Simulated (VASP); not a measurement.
# ZrS (R-3m) in VASP: a series of runs

The runs below take ZrS through single point, with PBEsol.

Everything below comes from runs of VASP 6.6.1. Logs are shortened: lines on timing, memory, paths and dates and some standing lists are left out, and cuts for length are marked.

## 1. The cell of the first run

The structure is trigonal, space group R-3m (No. 166). The conventional cell has a = 4.079 Å, b = 4.079 Å, c = 8.329 Å, α = 90.00°, β = 90.00°, γ = 120.00°. Zr (site symmetry -3m) has 6 S at 2.73 Å and 6 Zr at 3.64 Å within 3.7 Å. S (site symmetry -3m) has 6 Zr at 2.73 Å and 6 S at 3.64 Å within 3.7 Å.

## 2. Single point, PBEsol (20.00 Å³/atom)

Input file INCAR:

```
PREC = Accurate
ENCUT = 520
EDIFF = 1E-6
ISMEAR = 0
SIGMA = 0.15
LREAL = F
LASPH = T
NELM = 80
ALGO = Normal
ISIF = 2
LWAVE = F
LCHARG = T
GGA = PS
LELF = T
LVHAR = T
NBANDS = 16
```

Input file KPOINTS:

```
regular mesh
0
Gamma
  16 16 16
```

Input file POSCAR:

```
ZrS
1.0
   -0.3199529800      2.5642385463      2.5642385463
    2.5642385463     -0.3199529800      2.5642385463
    2.5642385463      2.5642385463     -0.3199529800
Zr S
1 1
Direct
    0.0000000000      0.0000000000      0.0000000000
    0.5000000000      0.5000000000      0.5000000000
```

Potentials or basis: VASP PAW PBE potentials, release 64 (Zr_sv, S).

The run is started by

```bash
cat potpaw_PBE.64/Zr_sv/POTCAR potpaw_PBE.64/S/POTCAR > POTCAR
mpirun -np 1 vasp_std > vasp.out
```

OUTCAR:

```text
PREC = Accurate
   ENCUT = 520
   EDIFF = 1E-6
   ISMEAR = 0
   LREAL = F
   LASPH = T
   NELM = 80
   ISIF = 2
   GGA = PS

 ion  position               nearest neighbor table
   1  0.000  0.000  0.000-   2 2.73   2 2.73   2 2.73   2 2.73   2 2.73   2 2.73
   2  0.500  0.500  0.500-   1 2.73   1 2.73   1 2.73   1 2.73   1 2.73   1 2.73

  LATTYP: Found a trigonal (rhomboedric) cell.
 ALAT       =     3.6404681779
 COS(alpha) =     0.3723266135

  Lattice vectors:

 A1 = (  -0.3199529800,   2.5642385463,   2.5642385463)
 A2 = (   2.5642385463,  -0.3199529800,   2.5642385463)
 A3 = (   2.5642385463,   2.5642385463,  -0.3199529800)

Analysis of symmetry for initial positions (statically):
=====================================================================
 Subroutine PRICEL returns:
 Original cell was already a primitive cell.

 Routine SETGRP: Setting up the symmetry group for a
 trigonal (rhombohedral) supercell.

 Subroutine GETGRP returns: Found 12 space group operations
 (whereof 12 operations were pure point group operations)
 out of a pool of 12 trial point group operations.

The static configuration has the point symmetry D_3d.

Analysis of symmetry for dynamics (positions and initial velocities):
=====================================================================
 Subroutine PRICEL returns:
 Original cell was already a primitive cell.

 Routine SETGRP: Setting up the symmetry group for a
 trigonal (rhombohedral) supercell.

 Subroutine GETGRP returns: Found 12 space group operations
 (whereof 12 operations were pure point group operations)
 out of a pool of 12 trial point group operations.

The dynamic configuration has the point symmetry D_3d.

 Subroutine INISYM returns: Found 12 space group operations
 (whereof 12 operations are pure point group operations),
 and found     1 'primitive' translations

----------------------------------------------------------------------------------------

                                     Primitive cell

  volume of cell :      40.0000

  direct lattice vectors                    reciprocal lattice vectors
    -0.319952980  2.564238546  2.564238546    -0.161823735  0.184893877  0.184893877
     2.564238546 -0.319952980  2.564238546     0.184893877 -0.161823735  0.184893877
[... 82 lines left out ...]
   LASPH  =      T    aspherical Exc in radial PAW
   ENCUT  =  520.0 eV  38.22 Ry    6.18 a.u.   6.77  6.77  6.77*2*pi/ulx,y,z
   NELM   =     80;   NELMIN=  2; NELMDL= -5     # of ELM steps
   EDIFF  = 0.1E-05   stopping-criterion for ELM
   LREAL  =      F    real-space projection
   EDIFFG = 0.1E-04   stopping-criterion for IOM
   NSW    =      0    number of steps for IOM
   IBRION =     -1    ionic relax: 0-MD 1-quasi-New 2-CG
   NFREE  =      0    steps in history (QN), initial steepest desc. (CG)
   ISIF   =      2    stress and relaxation
   ISYM   =      2    0-nonsym 1-usesym 2-fastsym
   POTIM  = 0.5000    time-step for ionic-motion
   TEBEG  =    0.0;   TEEND  =   0.0 temperature during run
   PSTRESS=    0.0 pullay stress
   NELECT =      18.0000    total number of electrons
   NUPDOWN=      -1.0000    fix difference up-down
   EMIN   =  10.00;   EMAX   =-10.00  energy-range for DOS
   EFERMI =   0.00;   METHOD = LEGACY
   ISMEAR =     0;   SIGMA  =   0.15  broadening in eV -4-tet -1-fermi 0-gaus
   EFERMI_NEDOS =   21; number of points for ismear=-14 and -15
   IALGO  =     38    algorithm
   IMIX   =      4    mixing-type and parameters
     AMIX     =   0.40;   BMIX     =  1.00
     AMIX_MAG =   1.60;   BMIX_MAG =  1.00
  volume/ion in A,a.u.               =      20.00       134.97
  Fermi-wavevector in a.u.,A,eV,Ry     =   1.254524  2.370707 21.413266  1.573831
  Thomas-Fermi vector in A             =   2.388325
   LORBIT       =      0    0 simple, 1 ext, 2 COOP (PROOUT), +10 PAW based schemes
   GGA     = PS    functional components
   LHFCALC =     F    Hartree Fock is set to
   AEXX    =    0.0000 exact exchange contribution
   IVDW    =     0    specifies the selected vdW correction
   LEPSILON=     F    determine dielectric tensor
   LRPA    =     F    only Hartree local field effects (RPA)
 non-spin polarized calculation
 Gauss-broadening in eV      SIGMA  =   0.15
  energy-cutoff  :      520.00
  volume of cell :       40.00
 maximum number of plane-waves:      1096
   NGX = 13   NGY = 13   NGZ = 13

 number of electron      18.0000002 magnetization

 Free energy of the ion-electron system (eV)
  ---------------------------------------------------
  ext. energy  EPLUGINS =         0.00000000
  ---------------------------------------------------
  free energy    TOTEN  =       -16.09178401 eV

  energy without entropy =      -16.07383118  energy(sigma->0) =      -16.08280759

 E-fermi :   9.3289     XC(G=0): -10.9979

 val. band max:        9.3269698781   @ k =  -0.1250  -0.1250   0.0625
 cond. band min:       9.3293426543   @ k =  -0.3125   0.4375   0.2500
 fundamental gap:      0.0023727762
 Fermi energy:         9.3288926011

 k-point     1 :       0.0000    0.0000    0.0000
  band No.  band energies     occupation
      1     -40.7561      2.00000
      2     -18.7620      2.00000
      3     -18.7620      2.00000
      4     -18.6457      2.00000
      5      -5.9184      2.00000
      6       5.7915      2.00000
[... 433 lines left out ...]
      3     -18.7643      2.00000
      4     -18.6512      2.00000
      5      -5.8241      2.00000
      6       5.1476      2.00000
[... 8 lines left out ...]
     15      17.0247      0.00000
     16      19.0701      0.00000

 [... further k-points ...]

------------------------ aborting loop because EDIFF is reached ----------------------------------------

  FORCE on cell =-STRESS in cart. coord.  units (eV):
  Direction    XX          YY          ZZ          XY          YZ          ZX
  --------------------------------------------------------------------------------------
  -------------------------------------------------------------------------------------
  Total       -3.8237082     -3.8237082     -3.8237082      0.6756538      0.6756538      0.6756538
  in kB     -153.1564633   -153.1564633   -153.1564633     27.0629288     27.0629288     27.0629288
  external PRESSURE =    -153.1564633 kB  Pullay stress =       0.0000000 kB

 VOLUME and BASIS-vectors are now :
 -----------------------------------------------------------------------------
  energy-cutoff  :      520.00
  volume of cell :       40.00
      direct lattice vectors                 reciprocal lattice vectors
    -0.319952980  2.564238546  2.564238546    -0.161823735  0.184893877  0.184893877
     2.564238546 -0.319952980  2.564238546     0.184893877 -0.161823735  0.184893877
     2.564238546  2.564238546 -0.319952980     0.184893877  0.184893877 -0.161823735

 POSITION                                       TOTAL-FORCE (eV/Angst)
 -----------------------------------------------------------------------------------
      0.00000      0.00000      0.00000        -0.000000     -0.000000     -0.000000
      2.40426      2.40426      2.40426         0.000000      0.000000      0.000000
 -----------------------------------------------------------------------------------
    total drift:                                0.000000      0.000000      0.000000

  FREE ENERGIE OF THE ION-ELECTRON SYSTEM (eV)
  ---------------------------------------------------
  free  energy   TOTEN  =       -16.0917840061 eV

  energy  without entropy=      -16.0738311827  energy(sigma->0) =      -16.08280759
```

stdout:

```text
POSCAR found type information on POSCAR ZrS
 POSCAR found :  2 types and       2 ions
 scaLAPACK will be used
 -----------------------------------------------------------------------------
|                                                                             |
|                                                                             |
|     You enforced a specific xc type in the INCAR file but a different       |
|     I HOPE YOU KNOW WHAT YOU ARE DOING!                                     |
|                                                                             |
 -----------------------------------------------------------------------------

 LDA part: xc-table for (Slater+PW92), standard interpolation
 POSCAR, INCAR and KPOINTS ok, starting setup
 FFT: planning ... GRIDC
 FFT: planning ... GRID_SOFT
 FFT: planning ... GRID
 WAVECAR not read
 entering main loop
```

Wall time 4.5 min (1 thread of AMD EPYC 7R13, shared host); peak memory 0.34 GiB.

What came out:

```
Free energy            : -16.0918 eV
Pressure               : -15.3 GPa
Band gap on the k mesh : zero (bands 9 and 10 overlap by 3.08 eV)
```

Stress tensor (GPa, compression positive):
```
-15.32   2.71   2.71
  2.71 -15.32   2.71
  2.71   2.71 -15.32
```

Caveat: the cell stands under tension; the PAW data sets were made with another functional, which shifts forces and pressure a little.

## 3. Single point, PBEsol (20.00 Å³/atom)

Input file INCAR:

```
SYSTEM = ZrS
PREC = Accurate
ENCUT = 520
EDIFF = 1E-6
ISMEAR = 0
SIGMA = 0.15
LREAL = .False.
LASPH = .True.
NELM = 80
ALGO = Normal
ISIF = 2
LWAVE = .False.
LCHARG = .False.
GGA = PS
NBANDS = 16
```

Input file KPOINTS:

```
regular mesh
0
Gamma
  16 16 16
  0 0 0
```

Input file POSCAR:

```
ZrS
1.0
   -0.1087649029      2.6611392457      2.6611392457
    2.6611392457     -0.1087649029      2.6611392457
    2.6611392457      2.6611392457     -0.1087649029
Zr S
1 1
Direct
    0.0000000000      0.0000000000      0.0000000000
    0.5000000000      0.5000000000      0.5000000000
```

Potentials or basis: VASP PAW PBE potentials, release 64 (Zr_sv, S).

The run is started by

```bash
cat potpaw_PBE.64/Zr_sv/POTCAR potpaw_PBE.64/S/POTCAR > POTCAR
mpirun -np 1 vasp_std > vasp.out
```

It took 4 min on 1 thread of AMD EPYC 7R13, shared host; peak memory 0.34 GiB.

Results (log left out):

| Item | Value |
| --- | --- |
| Free energy | -16.2025 eV |
| Pressure | -15.6 GPa |
| Band gap on the k mesh | zero (bands 9 and 10 overlap by 2.76 eV) |

Stress tensor (GPa, compression positive):
```
-15.58   0.89   0.89
  0.89 -15.58   0.89
  0.89   0.89 -15.58
```

Levels at points of the mesh, in eV from the Fermi level:
```tsv
k point	band 5	band 6	band 7	band 8	band 9	band 10	band 11	band 12	band 13	band 14
(0.00, 0.00, 0.00)	-15.34	-3.54	-3.54	-3.24	-1.34	-1.34	-0.80	-0.53	-0.53	1.10
(0.50, 0.00, 0.00)	-14.14	-7.52	-5.62	-5.28	0.94	1.04	1.78	1.88	4.56	4.80
(0.50, 0.50, 0.00)	-14.57	-6.03	-4.50	-4.17	-2.99	0.44	1.75	2.05	2.44	2.69
(0.50, 0.50, 0.50)	-14.02	-7.46	-5.79	-5.79	1.42	1.42	1.61	1.64	4.98	4.98
```

Caveat: the cell stands under tension; the PAW data sets were made with another functional, which shifts forces and pressure a little.

## 4. Single point, PBEsol (20.00 Å³/atom)

Input file INCAR:

```
PREC = Accurate
ENCUT = 520
EDIFF = 1E-6
ISMEAR = 0
SIGMA = 0.15
LREAL = F
LASPH = T
NELM = 60
ALGO = Normal
ISIF = 2
LWAVE = F
LCHARG = F
GGA = PS
NBANDS = 16
```

Input file KPOINTS:

```
regular mesh
0
Gamma
  16 16 16
```

Input file POSCAR:

```
ZrS
1.0
    0.2241870226      2.8310128665      2.8310128665
    2.8310128665      0.2241870226      2.8310128665
    2.8310128665      2.8310128665      0.2241870226
Zr S
1 1
Direct
    0.0000000000      0.0000000000      0.0000000000
    0.5000000000      0.5000000000      0.5000000000
```

Potentials or basis: VASP PAW PBE potentials, release 64 (Zr_sv, S).

The run is started by

```bash
cat potpaw_PBE.64/Zr_sv/POTCAR potpaw_PBE.64/S/POTCAR > POTCAR
mpirun -np 1 vasp_std > vasp.out
```

OUTCAR:

```text
PREC = Accurate
   ENCUT = 520
   EDIFF = 1E-6
   ISMEAR = 0
   LREAL = F
   LASPH = T
   NELM = 60
   ISIF = 2
   GGA = PS

 ion  position               nearest neighbor table
   1  0.000  0.000  0.000-   2 2.72   2 2.72   2 2.72   2 2.72   2 2.72   2 2.72
   2  0.500  0.500  0.500-   1 2.72   1 2.72   1 2.72   1 2.72   1 2.72   1 2.72

  LATTYP: Found a trigonal (rhomboedric) cell.
 ALAT       =     4.0099286180
 COS(alpha) =     0.5773793122

  Lattice vectors:
[... 642 lines left out ...]

 [... further k-points ...]

------------------------ aborting loop because EDIFF is reached ----------------------------------------

  FORCE on cell =-STRESS in cart. coord.  units (eV):
  Direction    XX          YY          ZZ          XY          YZ          ZX
  --------------------------------------------------------------------------------------
  -------------------------------------------------------------------------------------
  Total       -3.8301170     -3.8301170     -3.8301170     -0.3040443     -0.3040443     -0.3040443
  in kB     -153.4131657   -153.4131657   -153.4131657    -12.1783237    -12.1783237    -12.1783237
  external PRESSURE =    -153.4131657 kB  Pullay stress =       0.0000000 kB

 VOLUME and BASIS-vectors are now :
 -----------------------------------------------------------------------------
  energy-cutoff  :      520.00
  volume of cell :       40.00
      direct lattice vectors                 reciprocal lattice vectors
     0.224187023  2.831012867  2.831012867    -0.199109351  0.184498938  0.184498938
     2.831012867  0.224187023  2.831012867     0.184498938 -0.199109351  0.184498938
     2.831012867  2.831012867  0.224187023     0.184498938  0.184498938 -0.199109351

 POSITION                                       TOTAL-FORCE (eV/Angst)
 -----------------------------------------------------------------------------------
      0.00000      0.00000      0.00000         0.000000     -0.000000      0.000000
      2.94311      2.94311      2.94311        -0.000000      0.000000     -0.000000
 -----------------------------------------------------------------------------------
    total drift:                               -0.000000      0.000000      0.000000

  FREE ENERGIE OF THE ION-ELECTRON SYSTEM (eV)
  ---------------------------------------------------
  free  energy   TOTEN  =       -16.1731948683 eV

  energy  without entropy=      -16.1548337580  energy(sigma->0) =      -16.16401431
```

OSZICAR:

```text
N       E                     dE             d eps       ncg     rms          rms(c)
DAV:   1     0.119108387455E+03    0.11911E+03   -0.94518E+03 13352   0.108E+03
DAV:   2    -0.117528967215E+02   -0.13086E+03   -0.12630E+03 17368   0.273E+02
DAV:   3    -0.171074222087E+02   -0.53545E+01   -0.53147E+01 22104   0.488E+01
DAV:   4    -0.171823740292E+02   -0.74952E-01   -0.74921E-01 16320   0.543E+00
DAV:   5    -0.171840093137E+02   -0.16353E-02   -0.16353E-02 20376   0.607E-01    0.121E+01
DAV:   6    -0.162204790729E+02    0.96353E+00   -0.21420E+00 16808   0.950E+00    0.527E+00
DAV:   7    -0.161811764744E+02    0.39303E-01   -0.18370E-01 18440   0.268E+00    0.222E+00
DAV:   8    -0.161739181249E+02    0.72583E-02   -0.30896E-02 15480   0.102E+00    0.382E-01
DAV:   9    -0.161731871329E+02    0.73099E-03   -0.32550E-03 17608   0.305E-01    0.172E-01
DAV:  10    -0.161732015634E+02   -0.14431E-04   -0.53455E-04 16688   0.215E-01    0.781E-02
DAV:  11    -0.161731974748E+02    0.40886E-05   -0.70828E-05 17864   0.665E-02    0.182E-02
DAV:  12    -0.161731947947E+02    0.26802E-05   -0.62036E-06 16544   0.174E-02    0.320E-03
DAV:  13    -0.161731948683E+02   -0.73582E-07   -0.58097E-07  9312   0.525E-03
   1 F= -.16173195E+02 E0= -.16164014E+02  d E =-.183611E-01
```

Run time: 5 min. Hardware: 1 thread of AMD EPYC 7R13, shared host; peak memory 0.35 GiB.

What came out:

```yaml
Free_energy: -16.1732 eV
Pressure: -15.3 GPa
Band_gap_on_the_k_mesh: zero (bands 9 and 10 overlap by 1.78 eV)
```

Stress tensor (GPa, compression positive):
```
-15.34  -1.22  -1.22
 -1.22 -15.34  -1.22
 -1.22  -1.22 -15.34
```

Caveat: the cell stands under tension; the PAW data sets were made with another functional, which shifts forces and pressure a little.

## 5. Single point, PBEsol (20.00 Å³/atom)

Input file INCAR:

```
PREC     = Accurate       # precision mode
ENCUT    = 520            # plane-wave cutoff, eV
EDIFF    = 1E-7           # SCF threshold, eV
ISMEAR   = 0              # smearing method
SIGMA    = 0.15           # smearing width, eV
LREAL    = F              # projectors in reciprocal space
LASPH    = T              # aspherical terms in the spheres
NELM     = 80             # most SCF steps
ALGO     = Normal         # electronic algorithm
ISIF     = 2              # what is computed and relaxed
LWAVE    = F              # write WAVECAR
LCHARG   = T              # write CHGCAR
GGA      = PS             # functional
LELF     = T              # ELF
LVHAR    = T            
NBANDS   = 16             # bands
```

KPOINTS is that of step 4.

Input file POSCAR:

```
ZrS
1.0
   -0.2153787018      2.6111134483      2.6111134483
    2.6111134483     -0.2153787018      2.6111134483
    2.6111134483      2.6111134483     -0.2153787018
Zr S
1 1
Direct
    0.0000000000      0.0000000000      0.0000000000
    0.5000000000      0.5000000000      0.5000000000
```

The run is started by

```bash
cat potpaw_PBE.64/Zr_sv/POTCAR potpaw_PBE.64/S/POTCAR > POTCAR
mpirun -np 1 vasp_std > vasp.out
```

Run time: 4.8 min. Hardware: 1 thread of AMD EPYC 7R13, shared host; peak memory 0.34 GiB.

Results (log left out):

```
Free energy            : -16.1613 eV
Pressure               : -15.4 GPa
Band gap on the k mesh : zero (bands 9 and 10 overlap by 3.00 eV)
```

Stress tensor (GPa, compression positive):
```
-15.44   1.84   1.84
  1.84 -15.44   1.84
  1.84   1.84 -15.44
```

Levels at points of the mesh, in eV from the Fermi level:
```
           k point  band 5  band 6  band 7  band 8  band 9  band 10  band 11  band 12  band 13  band 14
(0.00, 0.00, 0.00)  -15.30   -3.56   -3.56   -3.01   -1.52    -1.52    -0.52    -0.42    -0.42     1.31
(0.50, 0.00, 0.00)  -14.13   -7.50   -5.61   -4.93    0.65     0.78     2.00     2.19     4.35     4.80
(0.50, 0.50, 0.00)  -14.50   -6.01   -4.62   -3.94   -2.95     0.41     1.39     2.16     2.33     3.12
(0.50, 0.50, 0.50)  -13.88   -7.36   -5.97   -5.97    1.48     1.65     1.65     1.79     5.14     5.14
```

Caveat: the cell stands under tension; the PAW data sets were made with another functional, which shifts forces and pressure a little.

## 6. The runs side by side

```tsv
cell	gap on the mesh (eV)	pressure (GPa)
a = 3.640 Å, angles 68.1°, 2 atoms	none	-15.3
a = 3.765 Å, angles 62.7°, 2 atoms	none	-15.6
a = 4.010 Å, angles 54.7°, 2 atoms	none	-15.3
a = 3.699 Å, angles 65.4°, 2 atoms	none	-15.4
```

Alike in all rows: task single point; level PBEsol; potentials or basis VASP PAW PBE potentials, release 64 (Zr_sv, S); no spin polarisation; k mesh 16 × 16 × 16; cutoff (eV) 520; smearing gaussian 0.15 eV.

Caveats: the cell stands under tension; the PAW data sets were made with another functional, which shifts forces and pressure a little.

Absolute energies hang on the potentials; compare differences alone.
